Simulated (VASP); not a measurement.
A run of VASP 6.6.1:

File INCAR:

```
SYSTEM = Ti8C5
PREC = Accurate ; ENCUT = 520
EDIFF = 1E-7 ; ISMEAR = 0
SIGMA = 0.1 ; LREAL = .False.
LASPH = .True. ; NELM = 100
ALGO = Normal ; ISIF = 2
LWAVE = .False. ; LCHARG = .False.
GGA = PS ; NBANDS = 70
```

Contents of KPOINTS:

```
Automatic mesh
0
Gamma
  6 6 6
  0 0 0
```

File POSCAR:

```
Ti8C5
1.0
    2.9202921613      1.6860314655      4.6735633481
   -2.9202921613      1.6860314655      4.6735633481
    0.0000000000     -3.3720629309      4.6735633482
Ti C
8 5
Direct
    0.2496062675      0.7556992678      0.2496062675
    0.2496062675      0.2496062675      0.7556992678
    0.7556992678      0.2496062675      0.2496062675
    0.2443007322      0.7503937325      0.7503937325
    0.7503937325      0.2443007322      0.7503937325
    0.7503937325      0.7503937325      0.2443007322
    0.2487841264      0.2487841264      0.2487841264
    0.7512158736      0.7512158736      0.7512158736
    0.0000000000      0.0000000000      0.5000000000
    0.5000000000      0.0000000000      0.0000000000
    0.0000000000      0.5000000000      0.0000000000
    0.5000000000      0.5000000000      0.5000000000
    0.0000000000      0.0000000000      0.0000000000
```

Potentials or basis: VASP PAW PBE potentials, release 64 (Ti_sv, C).

Command:

```sh
$ cat potpaw_PBE.64/Ti_sv/POTCAR potpaw_PBE.64/C/POTCAR > POTCAR
$ mpirun -np 1 vasp_std > vasp.out
```

Hardware: 1 thread of Intel Xeon 8259CL, with other jobs on the host.

Task: How long does it take, and how much memory?

Result: It took 17 min on 1 thread of Intel Xeon 8259CL, with other jobs on the host, peak memory 0.45 GiB. Counts: scf iterations 18, k points 32.
